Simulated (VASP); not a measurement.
# ZrS (Fm-3m) in VASP: a series of runs

The runs below take ZrS through relaxation of cell and atoms, with PBEsol, r2SCAN.

Program: VASP 6.6.1. These are calculated values, not measurements. Logs are shortened: lines on timing, memory, paths and dates and some standing lists are left out, and cuts for length are marked.

**1. The cell of the first run**

It takes space group Fm-3m (No. 225, cubic). The conventional cell has a = 5.250 Å, b = 5.250 Å, c = 5.250 Å, α = 90.00°, β = 90.00°, γ = 90.00°. Zr (site symmetry m-3m) has 6 S at 2.62 Å within 3.5 Å. Within 3.5 Å of S (site symmetry m-3m) lie 6 Zr at 2.62 Å.

**2. Relaxation of cell and atoms, PBEsol**

Input file INCAR:

```
ALGO     = Normal         # electronic algorithm
EDIFF    = 1E-6           # SCF threshold, eV
EDIFFG   = -0.01          # ionic threshold
ENCUT    = 600            # plane-wave cutoff, eV
GGA      = PS             # functional
IBRION   = 2              # ionic algorithm
ISIF     = 3              # what is computed and relaxed
ISMEAR   = 0              # smearing method
LASPH    = True           # aspherical terms in the spheres
LCHARG   = False          # write CHGCAR
LREAL    = False          # projectors in reciprocal space
LWAVE    = False          # write WAVECAR
NELM     = 60             # most SCF steps
NSW      = 80             # ionic steps
PREC     = Accurate       # precision mode
SIGMA    = 0.1            # smearing width, eV
```

Input file KPOINTS:

```
k-points
0
Gamma
  14 14 14
```

Input file POSCAR:

```
ZrS
1.0
    0.0000000000      2.6250000000      2.6250000000
    2.6250000000      0.0000000000      2.6250000000
    2.6250000000      2.6250000000      0.0000000000
Zr S
1 1
Direct
    0.0000000000      0.0000000000      0.0000000000
    0.5000000000      0.5000000000      0.5000000000
```

Potentials or basis: VASP PAW PBE potentials, release 64 (Zr_sv, S).

On the command line:

```bash
> cat potpaw_PBE.64/Zr_sv/POTCAR potpaw_PBE.64/S/POTCAR > POTCAR
> mpirun -np 1 vasp_std > vasp.out
```

OUTCAR:

```text
EDIFF = 1E-6
   EDIFFG = -0.01
   ENCUT = 600
   GGA = PS
   IBRION = 2
   ISIF = 3
   ISMEAR = 0
   LASPH = True
   LREAL = False
   NELM = 60
   NSW = 80
   PREC = Accurate

 ion  position               nearest neighbor table
   1  0.000  0.000  0.000-   2 2.62   2 2.62   2 2.62   2 2.62   2 2.62   2 2.62
   2  0.500  0.500  0.500-   1 2.62   1 2.62   1 2.62   1 2.62   1 2.62   1 2.62

  LATTYP: Found a face centered cubic cell.
 ALAT       =     5.2500000000

  Lattice vectors:

 A1 = (   0.0000000000,   2.6250000000,   2.6250000000)
 A2 = (   2.6250000000,   0.0000000000,   2.6250000000)
 A3 = (   2.6250000000,   2.6250000000,   0.0000000000)

Analysis of symmetry for initial positions (statically):
=====================================================================
 Subroutine PRICEL returns:
 Original cell was already a primitive cell.

 Routine SETGRP: Setting up the symmetry group for a
 face centered cubic supercell.

 Subroutine GETGRP returns: Found 48 space group operations
 (whereof 48 operations were pure point group operations)
 out of a pool of 48 trial point group operations.

The static configuration has the point symmetry O_h .

Analysis of symmetry for dynamics (positions and initial velocities):
=====================================================================
 Subroutine PRICEL returns:
 Original cell was already a primitive cell.

 Routine SETGRP: Setting up the symmetry group for a
 face centered cubic supercell.

 Subroutine GETGRP returns: Found 48 space group operations
 (whereof 48 operations were pure point group operations)
 out of a pool of 48 trial point group operations.

The dynamic configuration has the point symmetry O_h .

 Subroutine INISYM returns: Found 48 space group operations
 (whereof 48 operations are pure point group operations),
 and found     1 'primitive' translations

----------------------------------------------------------------------------------------

                                     Primitive cell

  volume of cell :      36.1758

  direct lattice vectors                    reciprocal lattice vectors
     0.000000000  2.625000000  2.625000000    -0.190476190  0.190476190  0.190476190
     2.625000000  0.000000000  2.625000000     0.190476190 -0.190476190  0.190476190
     2.625000000  2.625000000  0.000000000     0.190476190  0.190476190 -0.190476190

  length of vectors
     3.712310601  3.712310601  3.712310601     0.329914440  0.329914440  0.329914440

  position of ions in fractional coordinates (direct lattice)
     0.000000000  0.000000000  0.000000000
     0.500000000  0.500000000  0.500000000

  ion indices of the primitive-cell ions
   primitive index   ion index
                 1           1
                 2           2

----------------------------------------------------------------------------------------

 KPOINTS: k-points

Automatic generation of k-mesh.
 Grid dimensions read from file:
 generate k-points for:   14   14   14

 Generating k-lattice:

  Cartesian coordinates                     Fractional coordinates (reciprocal lattice)
    -0.013605442  0.013605442  0.013605442     0.071428571  0.000000000  0.000000000
     0.013605442 -0.013605442  0.013605442     0.000000000  0.071428571  0.000000000
     0.013605442  0.013605442 -0.013605442     0.000000000  0.000000000  0.071428571

  Length of vectors
     0.023565317  0.023565317  0.023565317

  Shift w.r.t. Gamma in fractional coordinates (k-lattice)
     0.000000000  0.000000000  0.000000000

 Subroutine IBZKPT returns following result:
 ===========================================

 Found    104 irreducible k-points:

 Following reciprocal coordinates:
            Coordinates               Weight
  0.000000  0.000000  0.000000      1.000000
  0.071429  0.000000  0.000000      8.000000
  0.142857  0.000000  0.000000      8.000000
  0.214286  0.000000  0.000000      8.000000
  0.285714  0.000000  0.000000      8.000000
  0.357143  0.000000  0.000000      8.000000
[... 16 lines left out ...]
  0.214286  0.142857  0.000000     24.000000
  0.285714  0.142857  0.000000     24.000000
 [... further k-points ...]
   k-points           NKPTS =    104   k-points in BZ     NKDIM =    104   number of bands    NBANDS=     13
   number of dos      NEDOS =    301   number of ions     NIONS =      2
   total plane-waves  NPLWV =  27000
   dimension x,y,z NGX =    30 NGY =   30 NGZ =   30
   dimension x,y,z NGXF=    60 NGYF=   60 NGZF=   60
   ions per type =               1   1
   NGX,Y,Z   is equivalent  to a cutoff of  13.43, 13.43, 13.43 a.u.
   NGXF,Y,Z  is equivalent  to a cutoff of  26.87, 26.87, 26.87 a.u.
 SYSTEM =  unknown system
   PREC   = accura    normal or accurate (medium, high low for compatibility)
   ISTART =      0    job   : 0-new  1-cont  2-samecut
   ICHARG =      2    charge: 1-file 2-atom 10-const
   ISPIN  =      1    spin polarized calculation?
   LNONCOLLINEAR =      F non collinear calculations
   LSORBIT =      F    spin-orbit coupling
   LASPH  =      T    aspherical Exc in radial PAW
   ENCUT  =  600.0 eV  44.10 Ry    6.64 a.u.   7.41  7.41  7.41*2*pi/ulx,y,z
   NELM   =     60;   NELMIN=  2; NELMDL= -5     # of ELM steps
   EDIFF  = 0.1E-05   stopping-criterion for ELM
   LREAL  =      F    real-space projection
   EDIFFG = -.1E-01   stopping-criterion for IOM
   NSW    =     80    number of steps for IOM
   IBRION =      2    ionic relax: 0-MD 1-quasi-New 2-CG
   NFREE  =      1    steps in history (QN), initial steepest desc. (CG)
   ISIF   =      3    stress and relaxation
   ISYM   =      2    0-nonsym 1-usesym 2-fastsym
   POTIM  = 0.5000    time-step for ionic-motion
   TEBEG  =    0.0;   TEEND  =   0.0 temperature during run
   PSTRESS=    0.0 pullay stress
   NELECT =      18.0000    total number of electrons
   NUPDOWN=      -1.0000    fix difference up-down
   EMIN   =  10.00;   EMAX   =-10.00  energy-range for DOS
   EFERMI =   0.00;   METHOD = LEGACY
   ISMEAR =     0;   SIGMA  =   0.10  broadening in eV -4-tet -1-fermi 0-gaus
   EFERMI_NEDOS =   21; number of points for ismear=-14 and -15
   IALGO  =     38    algorithm
   IMIX   =      4    mixing-type and parameters
     AMIX     =   0.40;   BMIX     =  1.00
     AMIX_MAG =   1.60;   BMIX_MAG =  1.00
  volume/ion in A,a.u.               =      18.09       122.06
  Fermi-wavevector in a.u.,A,eV,Ry     =   1.297258  2.451462 22.896950  1.682878
  Thomas-Fermi vector in A             =   2.428662
   LORBIT       =      0    0 simple, 1 ext, 2 COOP (PROOUT), +10 PAW based schemes
   GGA     = PS    functional components
   LHFCALC =     F    Hartree Fock is set to
   AEXX    =    0.0000 exact exchange contribution
   IVDW    =     0    specifies the selected vdW correction
   LEPSILON=     F    determine dielectric tensor
   LRPA    =     F    only Hartree local field effects (RPA)
 conjugate gradient relaxation of ions
 non-spin polarized calculation
 Gauss-broadening in eV      SIGMA  =   0.10
  energy-cutoff  :      600.00
  volume of cell :       36.18
 maximum number of plane-waves:      1243
 NGX is ok and might be reduce to    30
   NGX = 15   NGY = 15   NGZ = 15

--------------------------------------- Ionic step        1  -------------------------------------------

 number of electron      17.9999999 magnetization

 Free energy of the ion-electron system (eV)
  ---------------------------------------------------
  ext. energy  EPLUGINS =         0.00000000
  ---------------------------------------------------
  free energy    TOTEN  =       -16.48012762 eV

  energy without entropy =      -16.47245884  energy(sigma->0) =      -16.47629323

------------------------ aborting loop because EDIFF is reached ----------------------------------------

  FORCE on cell =-STRESS in cart. coord.  units (eV):
  Direction    XX          YY          ZZ          XY          YZ          ZX
  --------------------------------------------------------------------------------------
  -------------------------------------------------------------------------------------
  Total       -1.4015198     -1.4015198     -1.4015198     -0.0000000      0.0000000      0.0000000
  in kB      -62.0714503    -62.0714503    -62.0714503     -0.0000000      0.0000000      0.0000000
  external PRESSURE =     -62.0714503 kB  Pullay stress =       0.0000000 kB

 VOLUME and BASIS-vectors are now :
 -----------------------------------------------------------------------------
  energy-cutoff  :      600.00
  volume of cell :       36.18
      direct lattice vectors                 reciprocal lattice vectors
     0.000000000  2.625000000  2.625000000    -0.190476190  0.190476190  0.190476190
     2.625000000  0.000000000  2.625000000     0.190476190 -0.190476190  0.190476190
     2.625000000  2.625000000  0.000000000     0.190476190  0.190476190 -0.190476190
[... 37 lines left out ...]
 POSITION                                       TOTAL-FORCE (eV/Angst)
 -----------------------------------------------------------------------------------
      2.53626      0.00000      2.53626         0.000000      0.000000      0.000000
      2.53626      2.53626      2.53626        -0.000000     -0.000000     -0.000000
 -----------------------------------------------------------------------------------
    total drift:                               -0.000000      0.000000      0.000000

  FREE ENERGIE OF THE ION-ELECTRON SYSTEM (eV)
  ---------------------------------------------------
  free  energy   TOTEN  =       -16.4599324889 eV

  energy  without entropy=      -16.4531911392  energy(sigma->0) =      -16.45656181

--------------------------------------- Ionic step        3  -------------------------------------------

 number of electron      18.0000000 magnetization

 Free energy of the ion-electron system (eV)
  ---------------------------------------------------
  ext. energy  EPLUGINS =         0.00000000
  ---------------------------------------------------
  free energy    TOTEN  =       -16.51338959 eV

  energy without entropy =      -16.50613508  energy(sigma->0) =      -16.50976234

 E-fermi :  11.1882     XC(G=0): -11.6825

 val. band max:       11.1817616581   @ k =  -0.2857   0.0714   0.0000
 cond. band min:      11.2049144834   @ k =   0.2857   0.0000   0.0000
 fundamental gap:      0.0231528254
 Fermi energy:        11.1881647881

 k-point     1 :       0.0000    0.0000    0.0000
  band No.  band energies     occupation
      1     -38.6014      2.00000
      2     -16.6009      2.00000
      3     -16.6009      2.00000
      4     -16.6009      2.00000
      5      -4.8478      2.00000
      6       7.6611      2.00000
      7       7.6611      2.00000
      8       7.6611      2.00000
      9       9.7164      2.00000
     10       9.7164      2.00000
     11       9.7164      2.00000
     12      10.4416      2.00000
     13      10.4416      2.00000

 k-point     2 :       0.0714    0.0000    0.0000
  band No.  band energies     occupation
      1     -38.5998      2.00000
      2     -16.6230      2.00000
      3     -16.6027      2.00000
      4     -16.6027      2.00000
      5      -4.7756      2.00000
      6       7.2328      2.00000
      7       7.3665      2.00000
      8       7.3665      2.00000
      9       9.8441      2.00000
     10       9.8441      2.00000
     11       9.8934      2.00000
[... 339 lines left out ...]
 k-point    24 :       0.2857    0.1429    0.0000
  band No.  band energies     occupation
      1     -38.5817      2.00000
      2     -16.8086      2.00000
      3     -16.6477      2.00000
      4     -16.6408      2.00000
      5      -4.0436      2.00000
      6       4.5443      2.00000
      7       6.0984      2.00000
      8       6.3678      2.00000
      9       9.4043      2.00000
     10      11.4068      0.00199
     11      11.8676      0.00000
     12      12.5433      0.00000
     13      13.6127      0.00000

 [... further k-points ...]
[... 5 lines left out ...]
  --------------------------------------------------------------------------------------
  -------------------------------------------------------------------------------------
  Total       -0.0183612     -0.0183612     -0.0183612     -0.0000000      0.0000000      0.0000000
  in kB       -0.8514517     -0.8514517     -0.8514517     -0.0000000      0.0000000      0.0000000
  external PRESSURE =      -0.8514517 kB  Pullay stress =       0.0000000 kB

 VOLUME and BASIS-vectors are now :
 -----------------------------------------------------------------------------
  energy-cutoff  :      600.00
  volume of cell :       34.55
      direct lattice vectors                 reciprocal lattice vectors
    -0.000000000  2.585077869  2.585077869    -0.193417771  0.193417771  0.193417771
     2.585077869  0.000000000  2.585077869     0.193417771 -0.193417771  0.193417771
     2.585077869  2.585077869  0.000000000     0.193417771  0.193417771 -0.193417771

 POSITION                                       TOTAL-FORCE (eV/Angst)
 -----------------------------------------------------------------------------------
      0.00000      0.00000      0.00000         0.000000     -0.000000     -0.000000
      2.58508      2.58508      2.58508        -0.000000      0.000000      0.000000
 -----------------------------------------------------------------------------------
    total drift:                               -0.000000      0.000000      0.000000

  FREE ENERGIE OF THE ION-ELECTRON SYSTEM (eV)
  ---------------------------------------------------
  free  energy   TOTEN  =       -16.5133895914 eV

  energy  without entropy=      -16.5061350830  energy(sigma->0) =      -16.50976234

 reached required accuracy - stopping structural energy minimisation
```

Run time: 70 s. Hardware: 1 thread of AMD EPYC 9R45 (Zen 5), shared host; peak memory 0.19 GiB.

Results:

- Free energy: -16.5134 eV
- Relaxed volume: 17.28 Å³/atom
- Relaxed cell: a = 3.656 Å, b = 3.656 Å, c = 3.656 Å, α = 60.00°, β = 60.00°, γ = 60.00°
- Space group after relaxing (to 0.1 Å): Fm-3m (No. 225)
- Energy gained by relaxing: 16.6 meV/atom
- Ionic steps: 3
- Pressure after relaxing: -0.1 GPa

The path:
```
step  energy change (eV)  largest force (eV/Å)  pressure (GPa)  volume (Å³)
   1              0.0000                0.0000           -6.21        36.18
   2              0.0202                0.0000            9.49        32.63
   3             -0.0333                0.0000           -0.09        34.55
```

Final structure:
```
Zr S
1.0
     0.00000    2.58508    2.58508
     2.58508    0.00000    2.58508
     2.58508    2.58508    0.00000
Zr S
1 1
Direct
  0.00000 0.00000 0.00000
  0.50000 0.50000 0.50000
```

Caveat: the highest band is partly filled, so the run has too few bands; the PAW data sets were made with another functional, which shifts forces and pressure a little.

(Continued in part 2 of 2.)
